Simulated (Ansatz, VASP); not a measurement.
One calculation of NaF, two programs

File POSCAR:

```
NaF
1.0
    0.0000000000      2.3927302806      2.3927302806
    2.3927302806      0.0000000000      2.3927302806
    2.3927302806      2.3927302806      0.0000000000
Na F
1 1
Direct
    0.0000000000      0.0000000000      0.0000000000
    0.5000000000      0.5000000000      0.5000000000
```

Contents of INCAR.step1:

```
ALGO = Normal
EDIFF = 1E-5
ENCUT = 1250
GGA = PE
GGA_COMPAT = F
ISMEAR = 0
LASPH = T
LCHARG = F
LREAL = F
LWAVE = T
NBANDS = 15
NELM = 120
PREC = Accurate
SIGMA = 0.01
```

Contents of INCAR.step2:

```
ALGO = Normal
EDIFF = 1E-6
ENCUT = 1250
GGA_COMPAT = F
ISIF = 2
ISMEAR = 0
ISTART = 1
LASPH = T
LCHARG = F
LMIXTAU = T
LREAL = F
LWAVE = F
METAGGA = R2SCAN
NBANDS = 15
NELM = 120
PREC = Accurate
SIGMA = 0.01
```

Contents of KPOINTS:

```
k-points
0
Gamma
  10 10 10
```

Input for Ansatz:

```yaml
crystal:
  lattice:
    - [0.0, 2.3927302806, 2.3927302806]
    - [2.3927302806, 0.0, 2.3927302806]
    - [2.3927302806, 2.3927302806, 0.0]
  atoms:
    - { symbol: Na, position: [0.0, 0.0, 0.0] }
    - { symbol: F, position: [0.5, 0.5, 0.5] }
kpoints:
  mp_grid: { grid: [10, 10, 10] }
  band_path:
    path:
      - [0.0, 0.0, 0.0]
      - [0.5, 0.0, 0.5]
      - [0.625, 0.25, 0.625]
      - [0.375, 0.375, 0.75]
      - [0.5, 0.5, 0.5]
      - [0.5, 0.25, 0.75]
    npoints: 1
hamiltonian:
  xc: r2scan
scf:
  occupations: { method: fixed }
  n_extra_bands: 4
output:
  forces: true
  stress: true
  eigenvalues: true
```

Change from the starting cell: hydrostatic strain +4.2%.

Alike in both runs: task single point; functional r2SCAN; k mesh 10 × 10 × 10; no spin polarisation.

|  | VASP | Ansatz |
| --- | --- | --- |
| version | VASP 6.6.1 | Ansatz 0.2.0 |
| potentials or method | VASP PAW PBE potentials, release 64 (Na_sv, F) | plane waves, PAW |
| plane-wave cutoff (eV) | 1250 | 500 |
| occupations | gaussian, width 0.01 eV | fixed |
| valence electrons in the cell | 16 | 16 |

```tsv
	VASP	Ansatz	Ansatz less VASP
gap on the k mesh at the Fermi level (eV)	6.62	6.62	+0.003
pressure (GPa)	-5.0	-5.0	+0.02
```

VASP's potentials were made for PBE, not for r2SCAN.
